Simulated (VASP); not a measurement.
# Sn31Te32 (a cell with a defect) in VASP: single point with PBEsol

Aim: the single point of Sn31Te32 (a cell with a defect) with PBEsol.

Program: VASP 6.6.1. These are calculated values, not measurements. Logs are shortened: lines on timing, memory, paths and dates and some standing lists are left out, and cuts for length are marked.

### 1 The cell of the first run

The cell holds a defect, 63 atoms: a = 12.569 Å, b = 12.569 Å, c = 12.569 Å, α = 90.00°, β = 90.00°, γ = 90.00°.

### 2 Single point, PBEsol

INCAR

```
SYSTEM = Sn31Te32
PREC = Accurate
ENCUT = 400
EDIFF = 1E-6
ISMEAR = -1
SIGMA = 0.05
LREAL = Auto
LASPH = .TRUE.
NELM = 120
ALGO = Normal
ISIF = 2
LWAVE = .FALSE.
LCHARG = .TRUE.
GGA = PS
LELF = .TRUE.
LVHAR = .TRUE.
NBANDS = 350
NELECT = 628.0
ISYM = -1
GGA_COMPAT = .FALSE.
```

KPOINTS

```
explicit points
1
Reciprocal
  0.25000000   0.25000000   0.25000000 1
```

POSCAR

```
Sn31Te32
1.0
   12.5689980000      0.0000000000      0.0000000000
    0.0000000000     12.5689980000      0.0000000000
    0.0000000000      0.0000000000     12.5689980000
Te Sn
32 31
Direct
    0.2492010000      0.0010950000      0.0010830000
    0.2495340000      0.0016750000      0.5010850000
    0.2498530000      0.5011350000      0.0027150000
    0.2523780000      0.5010660000      0.5018920000
    0.7496350000      0.9998450000      0.9992500000
    0.7498020000      0.9985330000      0.4992290000
    0.7501320000      0.4997320000      0.9984860000
    0.7482920000      0.4991300000      0.4990990000
    0.0001160000      0.2502610000      0.0007880000
    0.0015170000      0.2501150000      0.5008880000
    0.9991180000      0.7507410000      0.9995070000
    0.9989230000      0.7505070000      0.4995400000
    0.5002670000      0.2503640000      0.0009040000
    0.5009680000      0.2521880000      0.5006050000
    0.4990950000      0.7506940000      0.9989790000
    0.4993600000      0.7483310000      0.4994020000
    0.0002870000      0.0006570000      0.2501620000
    0.9983780000      0.9998680000      0.7506050000
    0.0025130000      0.5006910000      0.2502860000
    0.9981850000      0.4998390000      0.7505770000
    0.5003650000      0.0009660000      0.2501150000
    0.4983800000      0.9997170000      0.7503790000
    0.5015490000      0.5008330000      0.2520930000
    0.4987460000      0.4999920000      0.7483830000
    0.2512050000      0.2511950000      0.2515310000
    0.2488200000      0.2499000000      0.7527030000
    0.2495120000      0.7522890000      0.2499820000
    0.2474590000      0.7511770000      0.7512140000
    0.7524860000      0.2492880000      0.2490680000
    0.7499610000      0.2484610000      0.7503010000
    0.7505780000      0.7506210000      0.2478760000
    0.7489260000      0.7496550000      0.7489850000
    0.9997010000      0.0001760000      0.0001130000
    0.9998790000      0.9999140000      0.5000190000
    0.9998760000      0.5003010000      0.0000540000
    0.9999300000      0.4999600000      0.5000720000
    0.4996890000      0.0004190000      0.0003280000
    0.4998010000      0.0002240000      0.5001840000
    0.4996260000      0.5004070000      0.0002220000
    0.2515420000      0.2519150000      0.0014810000
    0.2548990000      0.2546740000      0.5011420000
    0.2505190000      0.7494150000      0.0004480000
    0.2543230000      0.7459540000      0.5003720000
    0.7489980000      0.2505500000      0.9996160000
    0.7463240000      0.2535220000      0.4996840000
    0.7481170000      0.7481690000      0.9986600000
    0.7459120000      0.7452070000      0.4990160000
    0.2514810000      0.0012840000      0.2516810000
    0.2500210000      0.9999310000      0.7491830000
    0.2550150000      0.5010950000      0.2554440000
    0.2535200000      0.4999970000      0.7465260000
    0.7489760000      0.9997770000      0.2504560000
    0.7475470000      0.9987430000      0.7480810000
    0.7463070000      0.4998850000      0.2538200000
    0.7449940000      0.4991870000      0.7454240000
    0.0013640000      0.2513970000      0.2513960000
    0.9996560000      0.2508690000      0.7488460000
    0.0000570000      0.7488320000      0.2508370000
    0.9985820000      0.7484000000      0.7484020000
    0.5008250000      0.2548230000      0.2545750000
    0.4997740000      0.2544760000      0.7461340000
    0.5000100000      0.7463310000      0.2541490000
    0.4992050000      0.7460390000      0.7458170000
```

Potentials or basis: VASP PAW PBE potentials, release 64 (Te, Sn_d).

Run with:

```
> cat potpaw_PBE.64/Te/POTCAR potpaw_PBE.64/Sn_d/POTCAR > POTCAR
> mpirun -np 1 vasp_std > vasp.out
```

OUTCAR:

```text
SYSTEM = Sn31Te32
   PREC = Accurate
   ENCUT = 400
   EDIFF = 1E-6
   ISMEAR = -1
   LREAL = Auto
   LASPH = .TRUE.
   NELM = 120
   ISIF = 2
   GGA = PS
   NELECT = 628.0
   ISYM = -1

 ion  position               nearest neighbor table
   1  0.249  0.001  0.001-  33 3.14  37 3.15  48 3.15  40 3.15  42 3.16  49 3.17
   2  0.250  0.002  0.501-  49 3.12  48 3.13  34 3.14  38 3.15  41 3.18  43 3.21
   3  0.250  0.501  0.003-  42 3.12  40 3.13  39 3.14  35 3.14  50 3.18  51 3.22
   4  0.252  0.501  0.502-  51 3.07  43 3.08  41 3.10  50 3.10  36 3.17
   5  0.750  1.000  0.999-  37 3.14  33 3.14  44 3.15  53 3.16  52 3.16  46 3.16
   6  0.750  0.999  0.499-  52 3.13  53 3.13  38 3.14  34 3.14  47 3.18  45 3.21
   7  0.750  0.500  0.998-  46 3.12  44 3.13  35 3.14  39 3.15  55 3.18  54 3.21
   8  0.748  0.499  0.499-  54 3.08  45 3.09  47 3.09  55 3.10  36 3.16
   9  0.000  0.250  0.001-  35 3.14  33 3.14  56 3.15  44 3.16  40 3.16  57 3.17
  10  0.002  0.250  0.501-  57 3.12  56 3.14  36 3.14  34 3.14  41 3.19  45 3.21
  11  0.999  0.751  1.000-  33 3.14  35 3.15  46 3.16  59 3.16  58 3.16  42 3.16
  12  0.999  0.751  0.500-  58 3.13  59 3.13  34 3.13  36 3.15  47 3.18  43 3.21
  13  0.500  0.250  0.001-  40 3.13  44 3.13  37 3.14  39 3.14  60 3.19  61 3.20
  14  0.501  0.252  0.501-  45 3.08  61 3.09  60 3.09  41 3.09  38 3.17
  15  0.499  0.751  0.999-  42 3.12  46 3.13  37 3.14  39 3.15  63 3.18  62 3.21
  16  0.499  0.748  0.499-  43 3.08  62 3.08  63 3.10  47 3.10  38 3.17
  17  0.000  0.001  0.250-  34 3.14  33 3.14  56 3.15  48 3.16  52 3.16  58 3.17
  18  0.998  1.000  0.751-  33 3.14  34 3.15  53 3.15  57 3.15  59 3.16  49 3.16
  19  0.003  0.501  0.250-  58 3.12  56 3.13  36 3.14  35 3.15  50 3.17  54 3.22
  20  0.998  0.500  0.751-  59 3.12  57 3.13  35 3.14  36 3.15  55 3.18  51 3.21
  21  0.500  0.001  0.250-  52 3.12  48 3.13  37 3.14  38 3.14  60 3.19  62 3.20
  22  0.498  1.000  0.750-  49 3.12  53 3.13  37 3.14  38 3.14  63 3.19  61 3.20
  23  0.502  0.501  0.252-  54 3.08  62 3.09  60 3.09  50 3.10  39 3.17
  24  0.499  0.500  0.748-  51 3.08  61 3.09  63 3.09  55 3.10  39 3.17
  25  0.251  0.251  0.252-  41 3.14  60 3.14  56 3.14  48 3.14  50 3.14  40 3.14
  26  0.249  0.250  0.753-  40 3.13  57 3.13  49 3.14  51 3.14  61 3.16  41 3.16
  27  0.250  0.752  0.250-  48 3.13  58 3.14  42 3.14  43 3.15  62 3.15  50 3.16
  28  0.247  0.751  0.751-  49 3.13  59 3.13  42 3.13  43 3.15  51 3.16  63 3.17
  29  0.752  0.249  0.249-  56 3.13  44 3.14  52 3.14  54 3.15  45 3.15  60 3.16
  30  0.750  0.248  0.750-  44 3.13  57 3.14  53 3.14  61 3.15  45 3.15  55 3.15
[... 31 lines left out ...]
  62  0.500  0.746  0.254-  16 3.08  23 3.09  27 3.15  31 3.15  21 3.20  15 3.21
  63  0.499  0.746  0.746-  24 3.09  16 3.10  32 3.14  28 3.17  15 3.18  22 3.19

IMPORTANT INFORMATION: All symmetrisations will be switched off!
NOSYMM: (Re-)initialisation of all symmetry stuff for point group C_1.

----------------------------------------------------------------------------------------

                                     Primitive cell

  volume of cell :    1985.6467

  direct lattice vectors                    reciprocal lattice vectors
    12.568998000  0.000000000  0.000000000     0.079560837  0.000000000  0.000000000
     0.000000000 12.568998000  0.000000000     0.000000000  0.079560837  0.000000000
     0.000000000  0.000000000 12.568998000     0.000000000  0.000000000  0.079560837

  length of vectors
    12.568998000 12.568998000 12.568998000     0.079560837  0.079560837  0.079560837

  position of ions in fractional coordinates (direct lattice)
     0.249201000  0.001095000  0.001083000
     0.249534000  0.001675000  0.501085000
     0.249853000  0.501135000  0.002715000
     0.252378000  0.501066000  0.501892000
     0.749635000  0.999845000  0.999250000
     0.749802000  0.998533000  0.499229000
[... 55 lines left out ...]
     0.500010000  0.746331000  0.254149000
     0.499205000  0.746039000  0.745817000

  ion indices of the primitive-cell ions
   primitive index   ion index
                 1           1
                 2           2
                 3           3
                 4           4
                 5           5
                 6           6
[... 55 lines left out ...]
                62          62
                63          63

----------------------------------------------------------------------------------------

 KPOINTS: explicit points

Read explicit list of k-points.

 Found      1 k-points:

 Following reciprocal coordinates:
            Coordinates               Weight
  0.250000  0.250000  0.250000      1.000000
   k-points           NKPTS =      1   k-points in BZ     NKDIM =      1   number of bands    NBANDS=    350
   number of dos      NEDOS =    301   number of ions     NIONS =     63
   total plane-waves  NPLWV = 592704
   dimension x,y,z NGX =    84 NGY =   84 NGZ =   84
   dimension x,y,z NGXF=   168 NGYF=  168 NGZF=  168
   ions per type =              32  31
   NGX,Y,Z   is equivalent  to a cutoff of  11.11, 11.11, 11.11 a.u.
   NGXF,Y,Z  is equivalent  to a cutoff of  22.22, 22.22, 22.22 a.u.
 SYSTEM =  Sn31Te32
   PREC   = accura    normal or accurate (medium, high low for compatibility)
   ISTART =      0    job   : 0-new  1-cont  2-samecut
   ICHARG =      2    charge: 1-file 2-atom 10-const
   ISPIN  =      1    spin polarized calculation?
   LNONCOLLINEAR =      F non collinear calculations
   LSORBIT =      F    spin-orbit coupling
   LASPH  =      T    aspherical Exc in radial PAW
   ENCUT  =  400.0 eV  29.40 Ry    5.42 a.u.  20.50 20.50 20.50*2*pi/ulx,y,z
   NELM   =    120;   NELMIN=  2; NELMDL= -5     # of ELM steps
   EDIFF  = 0.1E-05   stopping-criterion for ELM
   LREAL  =      T    real-space projection
   EDIFFG = 0.1E-04   stopping-criterion for IOM
   NSW    =      0    number of steps for IOM
   IBRION =     -1    ionic relax: 0-MD 1-quasi-New 2-CG
   NFREE  =      0    steps in history (QN), initial steepest desc. (CG)
   ISIF   =      2    stress and relaxation
   ISYM   =     -1    0-nonsym 1-usesym 2-fastsym
   POTIM  = 0.5000    time-step for ionic-motion
   TEBEG  =    0.0;   TEEND  =   0.0 temperature during run
   PSTRESS=    0.0 pullay stress
   NELECT =     628.0000    total number of electrons
   NUPDOWN=      -1.0000    fix difference up-down
   EMIN   =  10.00;   EMAX   =-10.00  energy-range for DOS
   EFERMI =   0.00;   METHOD = LEGACY
   ISMEAR =    -1;   SIGMA  =   0.05  broadening in eV -4-tet -1-fermi 0-gaus
   EFERMI_NEDOS =   21; number of points for ismear=-14 and -15
   IALGO  =     38    algorithm
   IMIX   =      4    mixing-type and parameters
     AMIX     =   0.40;   BMIX     =  1.00
     AMIX_MAG =   1.60;   BMIX_MAG =  1.00
  volume/ion in A,a.u.               =      31.52       212.70
  Fermi-wavevector in a.u.,A,eV,Ry     =   1.115392  2.107785 16.926988  1.244099
  Thomas-Fermi vector in A             =   2.251996
   LORBIT       =      0    0 simple, 1 ext, 2 COOP (PROOUT), +10 PAW based schemes
   GGA     = PS    functional components
   LHFCALC =     F    Hartree Fock is set to
   AEXX    =    0.0000 exact exchange contribution
   IVDW    =     0    specifies the selected vdW correction
   LEPSILON=     F    determine dielectric tensor
   LRPA    =     F    only Hartree local field effects (RPA)
 non-spin polarized calculation
  energy-cutoff  :      400.00
  volume of cell :     1985.65
 maximum number of plane-waves:     36036
 NGX is ok and might be reduce to    84
   NGX = 41   NGY = 41   NGZ = 41

 number of electron     627.9999880 magnetization

 Free energy of the ion-electron system (eV)
  ---------------------------------------------------
  ext. energy  EPLUGINS =         0.00000000
  ---------------------------------------------------
  free energy    TOTEN  =      -249.03630376 eV

  energy without entropy =     -249.03395181  energy(sigma->0) =     -249.03512778

 E-fermi :   6.8297     XC(G=0):  -9.6228

 val. band max:        6.4627076215   @ k =   0.2500   0.2500   0.2500
 cond. band min:       7.2030980230   @ k =   0.2500   0.2500   0.2500
 fundamental gap:      0.7403904015
 Fermi energy:         6.8296564478

 k-point     1 :       0.2500    0.2500    0.2500
  band No.  band energies     occupation
      1     -15.1309      2.00000
      2     -15.1308      2.00000
      3     -15.1294      2.00000
      4     -15.1282      2.00000
      5     -15.1267      2.00000
      6     -15.1263      2.00000
[... 318 lines left out ...]
    325       7.5624      0.00000
    326       7.5670      0.00000
 [bands above 326 left out]

------------------------ aborting loop because EDIFF is reached ----------------------------------------

  FORCE on cell =-STRESS in cart. coord.  units (eV):
  Direction    XX          YY          ZZ          XY          YZ          ZX
  --------------------------------------------------------------------------------------
  -------------------------------------------------------------------------------------
  Total       23.5516272     23.5946588     23.6161206     -0.8789867     -0.8786210     -0.9215686
  in kB       19.0033221     19.0380434     19.0553605     -0.7092362     -0.7089412     -0.7435947
  external PRESSURE =      19.0322420 kB  Pullay stress =       0.0000000 kB

 VOLUME and BASIS-vectors are now :
 -----------------------------------------------------------------------------
  energy-cutoff  :      400.00
  volume of cell :     1985.65
      direct lattice vectors                 reciprocal lattice vectors
    12.568998000  0.000000000  0.000000000     0.079560837  0.000000000  0.000000000
     0.000000000 12.568998000  0.000000000     0.000000000  0.079560837  0.000000000
     0.000000000  0.000000000 12.568998000     0.000000000  0.000000000  0.079560837

 POSITION                                       TOTAL-FORCE (eV/Angst)
 -----------------------------------------------------------------------------------
      3.13221      0.01376      0.01361         0.006064      0.003707     -0.001817
      3.13639      0.02105      6.29814        -0.001451      0.019124     -0.002249
      3.14040      6.29876      0.03412        -0.008951      0.000619     -0.001602
      3.17214      6.29790      6.30828        -0.005795      0.002321     -0.002244
      9.42216     12.56705     12.55957         0.005997     -0.008082     -0.000116
      9.42426     12.55056      6.27481         0.011108     -0.004239      0.000046
[... 55 lines left out ...]
      6.28462      9.38063      3.19440         0.002973     -0.006038     -0.001135
      6.27451      9.37696      9.37417        -0.004448      0.007433      0.001085
 -----------------------------------------------------------------------------------
    total drift:                               -0.044632      0.039484      0.025055

  FREE ENERGIE OF THE ION-ELECTRON SYSTEM (eV)
  ---------------------------------------------------
  free  energy   TOTEN  =      -249.0363037625 eV

  energy  without entropy=     -249.0339518057  energy(sigma->0) =     -249.03512778
```

Run time: 14 min. Hardware: 1 thread of Intel Xeon Platinum 8375C at 2.90GHz (Ice Lake), shared host; peak memory 1.2 GiB.

What came out:

```yaml
Free_energy: -249.0363 eV
Largest_force: 0.038 eV/Å
```

Forces on the atoms (eV/Å):
```
Te   0.006  0.004 -0.002
Te  -0.001  0.019 -0.002
Te  -0.009  0.001 -0.002
Te  -0.006  0.002 -0.002
Te   0.006 -0.008  0.000
Te   0.011 -0.004  0.000
Te   0.002 -0.006 -0.004
Te   0.000 -0.006 -0.004
Te   0.011  0.002  0.005
Te   0.012 -0.005 -0.001
Te  -0.002  0.005  0.005
Te  -0.017  0.001 -0.004
Te   0.011 -0.004  0.031
Te   0.006  0.008  0.007
Te  -0.002  0.006 -0.011
Te  -0.002 -0.006  0.000
Te   0.008  0.009 -0.002
Te   0.003  0.000 -0.001
Te  -0.008  0.004 -0.009
Te  -0.014 -0.005  0.002
Te   0.007  0.037 -0.008
Te   0.002 -0.021  0.009
Te  -0.003  0.003  0.008
Te  -0.005 -0.006 -0.002
Te   0.001  0.005  0.007
Te   0.006 -0.005  0.007
Te  -0.007  0.019  0.000
Te   0.001 -0.007  0.000
Te   0.000  0.009  0.006
Te   0.013 -0.014  0.006
Te   0.008  0.001 -0.013
Te  -0.010 -0.012  0.001
Sn  -0.005  0.002 -0.001
Sn  -0.004  0.001  0.002
Sn  -0.002 -0.006  0.001
Sn   0.006  0.000  0.003
Sn  -0.006 -0.002 -0.006
Sn  -0.001 -0.003  0.001
Sn   0.010  0.000 -0.003
Sn  -0.008 -0.005 -0.001
Sn  -0.011 -0.014 -0.004
Sn   0.001 -0.002 -0.005
Sn  -0.004  0.005  0.003
Sn   0.001  0.006  0.001
Sn   0.002 -0.002 -0.005
Sn   0.001  0.004 -0.001
Sn   0.000  0.005  0.003
Sn  -0.005 -0.002  0.002
Sn  -0.005  0.005  0.004
Sn  -0.005 -0.015 -0.013
Sn  -0.005  0.004  0.011
Sn   0.002  0.001  0.000
Sn  -0.001  0.007 -0.001
Sn   0.011 -0.007 -0.007
Sn   0.007  0.007  0.003
Sn  -0.002 -0.003  0.000
Sn  -0.002 -0.003  0.010
Sn  -0.001  0.004 -0.005
Sn   0.003  0.003 -0.002
Sn   0.004 -0.017 -0.012
Sn  -0.008 -0.001 -0.006
Sn   0.003 -0.006 -0.001
Sn  -0.004  0.007  0.001
```

Caveat: the cell carries a net charge on a neutralising background, which shifts energy and pressure; the cell is charged against a uniform background, so pressure and absolute levels hang on convention; the PAW data sets were made with another functional, which shifts forces and pressure a little; spin-orbit coupling is left out, which moves the levels of the heavy elements.
